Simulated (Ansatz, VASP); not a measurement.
## Cd in VASP and in Ansatz

Contents of INCAR:

```
PREC = Accurate
ENCUT = 520
EDIFF = 1E-8
ISMEAR = -1
SIGMA = 0.05
LREAL = False
LASPH = True
NELM = 60
ALGO = Normal
ISIF = 2
LWAVE = False
LCHARG = False
GGA = PE
LEFG = True
NBANDS = 19
```

File KPOINTS:

```
regular mesh
0
Gamma
  16 16 7
```

POSCAR

```
Cd
1.0
    2.9640889304      0.0000000000      0.0000000000
   -1.4820444652      2.5669763128      0.0000000000
    0.0000000000      0.0000000000      5.6738265000
Cd
2
Direct
    0.3333333333      0.6666666667      0.2500000000
    0.6666666667      0.3333333333      0.7500000000
```

Input for Ansatz:

```yaml
crystal:
  lattice:
    - [2.9640889304, 0.0, 0.0]
    - [-1.4820444652, 2.5669763128, 0.0]
    - [0.0, 0.0, 5.6738265]
  atoms:
    - { symbol: Cd, position: [0.3333333333, 0.6666666667, 0.25] }
    - { symbol: Cd, position: [0.6666666667, 0.3333333333, 0.75] }
kpoints:
  mp_grid: { grid: [16, 16, 7] }
scf:
  occupations: { method: fermi_dirac, width: 0.05 }
hamiltonian:
  xc: pbe
  pseudopotentials: { kind: all_electron, datasets: crystal }
output:
  forces: true
  stress: true
  eigenvalues: true
  efg: { contact_densities: true }
```

Change from the starting cell: z stretched by +1 % at fixed volume, crystal datasets.

Alike in both runs: task electric field gradients; functional PBE; k mesh 16 × 16 × 7; occupations fermi-dirac, width 0.05 eV; no spin polarisation.

```csv
,VASP,Ansatz
version,VASP 6.6.1,Ansatz 0.2.0
potentials or method,"VASP PAW PBE potentials, release 64 (Cd), cutoff 520 eV","all-electron PAW with datasets made for the crystal, scalar-relativistic"
```

Ansatz gave:

| Item | Value |
| --- | --- |
| pressure (GPa) | 3.1 |
| traceless stress, the component that is largest in VASP (GPa) | -1.20 |
| size of Vzz on the site where it differs most (V/Å²) | 83.5 |

Estimate VASP's values.

pressure (GPa): 3.5; traceless stress, the component that is largest in VASP (GPa): -1.36; size of Vzz on the site where it differs most (V/Å²): 88.6.

Ansatz ran all-electron here, and VASP with PAW potentials.
